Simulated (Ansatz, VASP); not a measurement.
# Two plane-wave programs on Sn

```
Sn
1.0
    -2.02104    2.02104    2.02104
     2.02104   -2.02104    2.02104
     2.02104    2.02104   -2.02104
Sn
1
Direct
  0.00000 0.00000 0.00000
```

Alike in both runs: task single point; functional BLYP; k mesh 13 × 13 × 13; occupations fermi-dirac, width 0.1 eV; no spin polarisation.

```csv
,VASP,Ansatz
version,VASP 6.6.1,Ansatz 0.2.0
potentials or method,"VASP PAW PBE potentials, release 64 (Sn_d), cutoff 520 eV","plane waves (420 eV) with PAW, scalar-relativistic"
valence electrons in the cell,14,14
```

```tsv
	VASP	Ansatz	Ansatz less VASP
pressure (GPa)	-2.2	-2.2	+0.05
```

VASP's potentials were made for PBE, not for BLYP.
